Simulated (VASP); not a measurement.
# TlBr (Pm-3m) in VASP: further runs

Aim: see how the results for TlBr move with the level of theory and the settings. Levels: PBE-based screened hybrid with 20 % exact exchange, PBE-based screened hybrid with 100 % exact exchange, PBE-based global hybrid with 100 % exact exchange, HSE06. Tasks: single point.

All numbers are computed with VASP 6.6.1; they aren't measurements. Logs are shortened: lines on timing, memory, paths and dates and some standing lists are left out, and cuts for length are marked.

## (1) The cell of the first run

The structure is cubic, space group Pm-3m (No. 221). The conventional cell has a = 3.946 Å, b = 3.946 Å, c = 3.946 Å, α = 90.00°, β = 90.00°, γ = 90.00°. Within 4.5 Å of Tl (site symmetry m-3m) lie 8 Br at 3.42 Å and 6 Tl at 3.95 Å. Br (site symmetry m-3m) has 8 Tl at 3.42 Å and 6 Br at 3.95 Å within 4.5 Å.

## (2) Single point, PBE-based screened hybrid with 20 % exact exchange

POSCAR

```
TlBr
1.0
    3.9461933146      0.0000000000      0.0000000000
    0.0000000000      3.9461933146      0.0000000000
    0.0000000000      0.0000000000      3.9461933146
Tl Br
1 1
Direct
    0.0000000000      0.0000000000      0.0000000000
    0.5000000000      0.5000000000      0.5000000000
```

INCAR.step1

```
ALGO = Normal
EDIFF = 1E-5
ENCUT = 400
GGA = PE
GGA_COMPAT = False
ISIF = 2
ISMEAR = 0
LASPH = True
LREAL = False
LWAVE = True
NBANDS = 17
NELM = 120
PREC = Accurate
SIGMA = 0.01
```

INCAR.step2

```
AEXX = 0.2
ALGO = Normal
EDIFF = 1E-6
ENCUT = 400
GGA = PE
GGA_COMPAT = False
HFSCREEN = 0.5
ISIF = 2
ISMEAR = 0
ISTART = 1
LASPH = True
LCHARG = True
LELF = True
LHFCALC = True
LREAL = False
LVHAR = True
LWAVE = False
NBANDS = 17
NELM = 120
PREC = Accurate
PRECFOCK = Normal
SIGMA = 0.01
```

KPOINTS

```
k-points
0
Gamma
  4 4 4
```

Potentials or basis: VASP PAW PBE potentials, release 64 (Tl_d, Br).

Run with:

```
$ cat potpaw_PBE.64/Tl_d/POTCAR potpaw_PBE.64/Br/POTCAR > POTCAR
$ cp INCAR.step1 INCAR
$ mpirun -np 1 vasp_std > vasp.out
$ cp INCAR.step2 INCAR
$ mpirun -np 1 vasp_std > vasp.out
```

OUTCAR:

```text
AEXX = 0.2
   EDIFF = 1E-6
   ENCUT = 400
   GGA = PE
   HFSCREEN = 0.5
   ISIF = 2
   ISMEAR = 0
   ISTART = 1
   LASPH = True
   LHFCALC = True
   LREAL = False
   NELM = 120
   PREC = Accurate
   PRECFOCK = Normal

 ion  position               nearest neighbor table
   1  0.000  0.000  0.000-   2 3.42   2 3.42   2 3.42   2 3.42   2 3.42   2 3.42   2 3.42   2 3.42

   2  0.500  0.500  0.500-   1 3.42   1 3.42   1 3.42   1 3.42   1 3.42   1 3.42   1 3.42   1 3.42

  LATTYP: Found a simple cubic cell.
 ALAT       =     3.9461933146

  Lattice vectors:

 A1 = (   3.9461933146,   0.0000000000,   0.0000000000)
 A2 = (   0.0000000000,   3.9461933146,   0.0000000000)
 A3 = (   0.0000000000,   0.0000000000,   3.9461933146)

Analysis of symmetry for initial positions (statically):
=====================================================================
 Subroutine PRICEL returns:
 Original cell was already a primitive cell.

 Routine SETGRP: Setting up the symmetry group for a
 simple cubic supercell.

 Subroutine GETGRP returns: Found 48 space group operations
 (whereof 48 operations were pure point group operations)
 out of a pool of 48 trial point group operations.

The static configuration has the point symmetry O_h .

Analysis of symmetry for dynamics (positions and initial velocities):
=====================================================================
 Subroutine PRICEL returns:
 Original cell was already a primitive cell.

 Routine SETGRP: Setting up the symmetry group for a
 simple cubic supercell.

 Subroutine GETGRP returns: Found 48 space group operations
 (whereof 48 operations were pure point group operations)
 out of a pool of 48 trial point group operations.

The dynamic configuration has the point symmetry O_h .

 Subroutine INISYM returns: Found 48 space group operations
 (whereof 48 operations are pure point group operations),
 and found     1 'primitive' translations

----------------------------------------------------------------------------------------

                                     Primitive cell

  volume of cell :      61.4519

  direct lattice vectors                    reciprocal lattice vectors
     3.946193315  0.000000000  0.000000000     0.253408772  0.000000000  0.000000000
     0.000000000  3.946193315  0.000000000     0.000000000  0.253408772  0.000000000
     0.000000000  0.000000000  3.946193315     0.000000000  0.000000000  0.253408772

  length of vectors
     3.946193315  3.946193315  3.946193315     0.253408772  0.253408772  0.253408772

  position of ions in fractional coordinates (direct lattice)
     0.000000000  0.000000000  0.000000000
     0.500000000  0.500000000  0.500000000

  ion indices of the primitive-cell ions
   primitive index   ion index
                 1           1
                 2           2

----------------------------------------------------------------------------------------

 KPOINTS: k-points

Automatic generation of k-mesh.
 Grid dimensions read from file:
 generate k-points for:    4    4    4

 Generating k-lattice:

  Cartesian coordinates                     Fractional coordinates (reciprocal lattice)
     0.063352193  0.000000000  0.000000000     0.250000000  0.000000000  0.000000000
     0.000000000  0.063352193  0.000000000     0.000000000  0.250000000  0.000000000
     0.000000000  0.000000000  0.063352193     0.000000000  0.000000000  0.250000000

  Length of vectors
     0.063352193  0.063352193  0.063352193

  Shift w.r.t. Gamma in fractional coordinates (k-lattice)
     0.000000000  0.000000000  0.000000000

 Subroutine IBZKPT returns following result:
 ===========================================

 Found     10 irreducible k-points:

 Following reciprocal coordinates:
            Coordinates               Weight
  0.000000  0.000000  0.000000      1.000000
  0.250000  0.000000  0.000000      6.000000
  0.500000  0.000000  0.000000      3.000000
  0.250000  0.250000  0.000000     12.000000
  0.500000  0.250000  0.000000     12.000000
  0.500000  0.500000  0.000000      3.000000
  0.250000  0.250000  0.250000      8.000000
  0.500000  0.250000  0.250000     12.000000
  0.500000  0.500000  0.250000      6.000000
  0.500000  0.500000  0.500000      1.000000
   k-points           NKPTS =     10   k-points in BZ     NKDIM =     64   number of bands    NBANDS=     17
   number of dos      NEDOS =    301   number of ions     NIONS =      2
   total plane-waves  NPLWV =  21952
   dimension x,y,z NGX =    28 NGY =   28 NGZ =   28
   dimension x,y,z NGXF=    56 NGYF=   56 NGZF=   56
   ions per type =               1   1
   NGX,Y,Z   is equivalent  to a cutoff of  11.80, 11.80, 11.80 a.u.
   NGXF,Y,Z  is equivalent  to a cutoff of  23.59, 23.59, 23.59 a.u.
 SYSTEM =  unknown system
   PREC   = accura    normal or accurate (medium, high low for compatibility)
   ISTART =      1    job   : 0-new  1-cont  2-samecut
   ICHARG =      0    charge: 1-file 2-atom 10-const
[... 66 lines left out ...]
 cond. band min:       4.4945192538   @ k =   0.5000   0.0000   0.0000
 fundamental gap:      2.0220063229
 Fermi energy:         2.5878735710

 k-point     1 :       0.0000    0.0000    0.0000
  band No.  band energies     occupation
      1     -12.2544      2.00000
      2      -8.5449      2.00000
      3      -8.5449      2.00000
      4      -8.3651      2.00000
      5      -8.3651      2.00000
      6      -8.3651      2.00000
[... 9 lines left out ...]
     16      14.3597      0.00000
     17      16.3987      0.00000

 k-point     2 :       0.2500    0.0000    0.0000
  band No.  band energies     occupation
      1     -12.1246      2.00000
      2      -8.5395      2.00000
      3      -8.4760      2.00000
      4      -8.3975      2.00000
      5      -8.3975      2.00000
      6      -8.3622      2.00000
[... 9 lines left out ...]
     16      14.9402      0.00000
     17      16.1983      0.00000

 k-point     3 :       0.5000    0.0000    0.0000
  band No.  band energies     occupation
      1     -11.9856      2.00000
      2      -8.5341      2.00000
      3      -8.4293      2.00000
      4      -8.4293      2.00000
      5      -8.4103      2.00000
      6      -8.3594      2.00000
[... 9 lines left out ...]
     16      16.3284      0.00000
     17      16.4777      0.00000

 k-point     4 :       0.2500    0.2500    0.0000
  band No.  band energies     occupation
      1     -12.0263      2.00000
      2      -8.5047      2.00000
      3      -8.4313      2.00000
      4      -8.3994      2.00000
      5      -8.3947      2.00000
      6      -8.3878      2.00000
[... 9 lines left out ...]
     16      13.7555      0.00000
     17      14.2286      0.00000

 k-point     5 :       0.5000    0.2500    0.0000
  band No.  band energies     occupation
      1     -11.9237      2.00000
      2      -8.4914      2.00000
      3      -8.4200      2.00000
      4      -8.3963      2.00000
      5      -8.3851      2.00000
      6      -8.3664      2.00000
[... 9 lines left out ...]
     16      14.3504      0.00000
     17      15.0444      0.00000

 k-point     6 :       0.5000    0.5000    0.0000
  band No.  band energies     occupation
      1     -11.8610      2.00000
      2      -8.4676      2.00000
      3      -8.4106      2.00000
      4      -8.4106      2.00000
      5      -8.3559      2.00000
      6      -8.3047      2.00000
[... 9 lines left out ...]
     16      13.3312      0.00000
     17      13.3312      0.00000

 k-point     7 :       0.2500    0.2500    0.2500
  band No.  band energies     occupation
      1     -11.9357      2.00000
      2      -8.4345      2.00000
      3      -8.4345      2.00000
      4      -8.4206      2.00000
      5      -8.4206      2.00000
      6      -8.3728      2.00000
[... 9 lines left out ...]
     16      14.0395      0.00000
     17      16.6366      0.00000

 k-point     8 :       0.5000    0.2500    0.2500
  band No.  band energies     occupation
      1     -11.8411      2.00000
      2      -8.4679      2.00000
      3      -8.4237      2.00000
      4      -8.4222      2.00000
      5      -8.3836      2.00000
      6      -8.3497      2.00000
[... 9 lines left out ...]
     16      13.9182      0.00000
     17      17.3664      0.00000

 k-point     9 :       0.5000    0.5000    0.2500
  band No.  band energies     occupation
      1     -11.7551      2.00000
      2      -8.4602      2.00000
      3      -8.4602      2.00000
      4      -8.4277      2.00000
      5      -8.3846      2.00000
      6      -8.3032      2.00000
[... 9 lines left out ...]
     16      14.8034      0.00000
     17      17.8295      0.00000

 k-point    10 :       0.5000    0.5000    0.5000
  band No.  band energies     occupation
      1     -11.6412      2.00000
      2      -8.5081      2.00000
      3      -8.5081      2.00000
      4      -8.5081      2.00000
      5      -8.3016      2.00000
      6      -8.3016      2.00000
[... 9 lines left out ...]
     16      15.9118      0.00000
     17      19.4655      0.00000

------------------------ aborting loop because EDIFF is reached ----------------------------------------

  FORCE on cell =-STRESS in cart. coord.  units (eV):
  Direction    XX          YY          ZZ          XY          YZ          ZX
  --------------------------------------------------------------------------------------
  -------------------------------------------------------------------------------------
  Total        0.6753022      0.6753022      0.6753022      0.0000000      0.0000000      0.0000000
  in kB       17.6065258     17.6065258     17.6065258      0.0000000      0.0000000      0.0000000
  external PRESSURE =      17.6065258 kB  Pullay stress =       0.0000000 kB

 VOLUME and BASIS-vectors are now :
 -----------------------------------------------------------------------------
  energy-cutoff  :      400.00
  volume of cell :       61.45
      direct lattice vectors                 reciprocal lattice vectors
     3.946193315  0.000000000  0.000000000     0.253408772  0.000000000  0.000000000
     0.000000000  3.946193315  0.000000000     0.000000000  0.253408772  0.000000000
     0.000000000  0.000000000  3.946193315     0.000000000  0.000000000  0.253408772

 POSITION                                       TOTAL-FORCE (eV/Angst)
 -----------------------------------------------------------------------------------
      0.00000      0.00000      0.00000         0.000000      0.000000      0.000000
      1.97310      1.97310      1.97310         0.000000      0.000000      0.000000
 -----------------------------------------------------------------------------------
    total drift:                                0.000001      0.000001      0.000001

  FREE ENERGIE OF THE ION-ELECTRON SYSTEM (eV)
  ---------------------------------------------------
  free  energy   TOTEN  =        -5.9375222965 eV

  energy  without entropy=       -5.9375222965  energy(sigma->0) =       -5.93752230
```

Run time: 12 min. Hardware: 1 thread of AMD EPYC 7R13, shared host; peak memory 0.23 GiB.

What came out:

```
Free energy            : -5.9375 eV
Pressure               : 1.8 GPa
Band gap on the k mesh : 2.02 eV
```

Levels at points of the mesh, in eV from the valence-band top:
| k point | band 8 | band 9 | band 10 | band 11 | band 12 | band 13 |
| --- | --- | --- | --- | --- | --- | --- |
| (0.00, 0.00, 0.00) | -1.58 | -1.58 | -1.58 | 7.21 | 7.21 | 7.71 |
| (0.50, 0.00, 0.00) | -1.04 | -1.04 | 0.00 | 2.02 | 6.08 | 6.08 |
| (0.50, 0.50, 0.00) | -3.30 | -3.30 | -0.95 | 5.19 | 5.19 | 7.87 |
| (0.50, 0.50, 0.50) | -2.25 | -2.25 | -2.25 | 2.25 | 2.25 | 2.25 |

Caveat: the PAW data sets were made with another functional, which shifts forces and pressure a little; spin-orbit coupling is left out, which moves the levels of the heavy elements.

## (3) Single point, PBE-based screened hybrid with 100 % exact exchange

POSCAR is that of step 2.

INCAR.step1

```
SYSTEM = TlBr
PREC = Accurate
ENCUT = 400
EDIFF = 1E-5
ISMEAR = 0
SIGMA = 0.01
LREAL = .FALSE.
LASPH = .TRUE.
NELM = 120
ALGO = Normal
ISIF = 2
LWAVE = .TRUE.
LCHARG = .FALSE.
NBANDS = 17
GGA = PE
GGA_COMPAT = .FALSE.
```

INCAR.step2

```
SYSTEM = TlBr
PREC = Accurate
ENCUT = 400
EDIFF = 1E-6
ISMEAR = 0
SIGMA = 0.01
LREAL = .FALSE.
LASPH = .TRUE.
NELM = 120
ALGO = Normal
ISIF = 2
LWAVE = .FALSE.
LCHARG = .FALSE.
GGA = PE
LHFCALC = .TRUE.
AEXX = 1.0
HFSCREEN = 0.5
PRECFOCK = Normal
NBANDS = 17
ISTART = 1
ALDAC = 1.0
AGGAC = 1.0
GGA_COMPAT = .FALSE.
```

KPOINTS

```
regular mesh
0
G
  4 4 4
  0 0 0
```

Potentials or basis: VASP PAW PBE potentials, release 64 (Tl_d, Br).

Run with:

```
$ cat potpaw_PBE.64/Tl_d/POTCAR potpaw_PBE.64/Br/POTCAR > POTCAR
$ cp INCAR.step1 INCAR
$ mpirun -np 1 vasp_std > vasp.out
$ cp INCAR.step2 INCAR
$ mpirun -np 1 vasp_std > vasp.out
```

It took 16 min on 1 thread of AMD EPYC 7R13, shared host; peak memory 0.23 GiB.

The run converged. Its results:

```
Free energy            : -8.0515 eV
Pressure               : 0.9 GPa
Band gap on the k mesh : 2.99 eV
```

Levels at points of the mesh, in eV from the valence-band top:
```tsv
k point	band 8	band 9	band 10	band 11	band 12	band 13
(0.00, 0.00, 0.00)	-2.32	-2.32	-2.32	8.28	8.28	9.33
(0.50, 0.00, 0.00)	-1.79	-1.79	0.00	2.99	7.42	7.42
(0.50, 0.50, 0.00)	-4.15	-3.71	-1.67	6.38	6.38	9.23
(0.50, 0.50, 0.50)	-3.15	-3.15	-2.38	3.15	3.15	3.15
```

Caveat: the PAW data sets were made with another functional, which shifts forces and pressure a little; spin-orbit coupling is left out, which moves the levels of the heavy elements. A k mesh can miss the band edges.

## (4) Single point, PBE-based global hybrid with 100 % exact exchange

POSCAR is that of step 3.

INCAR.step1

```
  PREC = Accurate
  ENCUT = 400
  EDIFF = 1E-5
  ISMEAR = 0
  SIGMA = 0.01
  LREAL = F
  LASPH = T
  NELM = 120
  ALGO = Normal
  ISIF = 2
  LWAVE = T
  LCHARG = F
  GGA = PE
  NBANDS = 17
  GGA_COMPAT = F
```

INCAR.step2

```
  PREC = Accurate
  ENCUT = 400
  EDIFF = 1E-6
  ISMEAR = 0
  SIGMA = 0.01
  LREAL = F
  LASPH = T
  NELM = 120
  ALGO = Normal
  ISIF = 2
  LWAVE = F
  LCHARG = F
  GGA = PE
  LHFCALC = T
  AEXX = 1.0
  PRECFOCK = Normal
  ISTART = 1
  NBANDS = 17
  ALDAC = 1.0
  AGGAC = 1.0
  GGA_COMPAT = F
```

KPOINTS

```
Automatic mesh
0
Gamma
  4 4 4
```

Run with:

```
$ cat potpaw_PBE.64/Tl_d/POTCAR potpaw_PBE.64/Br/POTCAR > POTCAR
$ cp INCAR.step1 INCAR
$ mpirun -np 1 vasp_std > vasp.out
$ cp INCAR.step2 INCAR
$ mpirun -np 1 vasp_std > vasp.out
```

Wall time 19 min (1 thread of AMD EPYC 7R13, shared host); peak memory 0.13 GiB.

Results (log left out):

```
Free energy            : -12.9906 eV
Pressure               : -0.2 GPa
Band gap on the k mesh : 7.47 eV
```

Levels at points of the mesh, in eV from the valence-band top:
| k point | band 8 | band 9 | band 10 | band 11 | band 12 | band 13 |
| --- | --- | --- | --- | --- | --- | --- |
| (0.00, 0.00, 0.00) | -2.99 | -2.99 | -2.99 | 13.06 | 13.06 | 14.63 |
| (0.50, 0.00, 0.00) | -2.36 | -2.36 | 0.00 | 7.47 | 12.41 | 12.41 |
| (0.50, 0.50, 0.00) | -5.13 | -4.21 | -2.22 | 11.32 | 11.32 | 14.10 |
| (0.50, 0.50, 0.50) | -3.98 | -3.98 | -2.53 | 7.66 | 7.66 | 7.66 |

Caveat: the PAW data sets were made with another functional, which shifts forces and pressure a little; spin-orbit coupling is left out, which moves the levels of the heavy elements. A k mesh can miss the band edges.

## (5) Single point, HSE06

POSCAR is that of step 4.

INCAR.step1

```
SYSTEM = TlBr
PREC = Accurate
ENCUT = 400
EDIFF = 1E-5
ISMEAR = 0
SIGMA = 0.2
LREAL = .False.
LASPH = .True.
NELM = 120
ALGO = Normal
ISIF = 2
LWAVE = .True.
NBANDS = 17
GGA = PE
GGA_COMPAT = .False.
```

INCAR.step2

```
SYSTEM = TlBr
PREC = Accurate
ENCUT = 400
EDIFF = 1E-6
ISMEAR = 0
SIGMA = 0.2
LREAL = .False.
LASPH = .True.
NELM = 120
ALGO = Normal
ISIF = 2
LWAVE = .False.
LCHARG = .True.
GGA = PE
LHFCALC = .True.
HFSCREEN = 0.2079
PRECFOCK = Normal
LELF = .True.
LVHAR = .True.
NBANDS = 17
ISTART = 1
GGA_COMPAT = .False.
```

KPOINTS

```
regular mesh
0
Gamma
  4 4 4
  0 0 0
```

Run with:

```
$ cat potpaw_PBE.64/Tl_d/POTCAR potpaw_PBE.64/Br/POTCAR > POTCAR
$ cp INCAR.step1 INCAR
$ mpirun -np 1 vasp_std > vasp.out
$ cp INCAR.step2 INCAR
$ mpirun -np 1 vasp_std > vasp.out
```

Run time: 12 min. Hardware: 1 thread of AMD EPYC 7R13, shared host; peak memory 0.23 GiB.

It converged, with:

```yaml
Free_energy: -6.5644 eV
Pressure: 1.6 GPa
Band_gap_on_the_k_mesh: 2.47 eV
```

Levels at points of the mesh, in eV from the valence-band top:
| k point | band 8 | band 9 | band 10 | band 11 | band 12 | band 13 |
| --- | --- | --- | --- | --- | --- | --- |
| (0.00, 0.00, 0.00) | -1.74 | -1.74 | -1.74 | 7.75 | 7.75 | 8.38 |
| (0.50, 0.00, 0.00) | -1.19 | -1.19 | 0.00 | 2.47 | 6.66 | 6.66 |
| (0.50, 0.50, 0.00) | -3.54 | -3.54 | -1.09 | 5.75 | 5.75 | 8.55 |
| (0.50, 0.50, 0.50) | -2.45 | -2.45 | -2.45 | 2.70 | 2.70 | 2.70 |

Caveat: the PAW data sets were made with another functional, which shifts forces and pressure a little; spin-orbit coupling is left out, which moves the levels of the heavy elements. A k mesh can miss the band edges.

## (6) The runs side by side

```csv
level,smearing,share of exact exchange,screening parameter,gap on the mesh (eV),pressure (GPa)
PBE-based screened hybrid with 20 % exact exchange,gaussian 0.01 eV,0.2,0.5 1/Å,2.02,1.8
PBE-based screened hybrid with 100 % exact exchange,gaussian 0.01 eV,1,0.5 1/Å,2.99,0.9
PBE-based global hybrid with 100 % exact exchange,gaussian 0.01 eV,1,-,7.47,-0.2
HSE06,gaussian 0.2 eV,0.25,0.2079 1/Å,2.47,1.6
```

Alike in all rows: task single point; potentials or basis VASP PAW PBE potentials, release 64 (Tl_d, Br); no spin polarisation; cell as given; k mesh 4 × 4 × 4; cutoff (eV) 400.

On the cell as given the gap runs from 2.02 eV (PBE-based screened hybrid with 20 % exact exchange) to 7.47 eV (PBE-based global hybrid with 100 % exact exchange). The pressure there spans -0.2 GPa (PBE-based global hybrid with 100 % exact exchange) to 1.8 GPa (PBE-based screened hybrid with 20 % exact exchange); a positive pressure means that this level wants a larger cell, a negative one a smaller.

Caveats: the PAW data sets were made with another functional, which shifts forces and pressure a little; spin-orbit coupling is left out, which moves the levels of the heavy elements.

Total energies depend on the potentials used, so only differences within one code and one set of settings carry meaning.
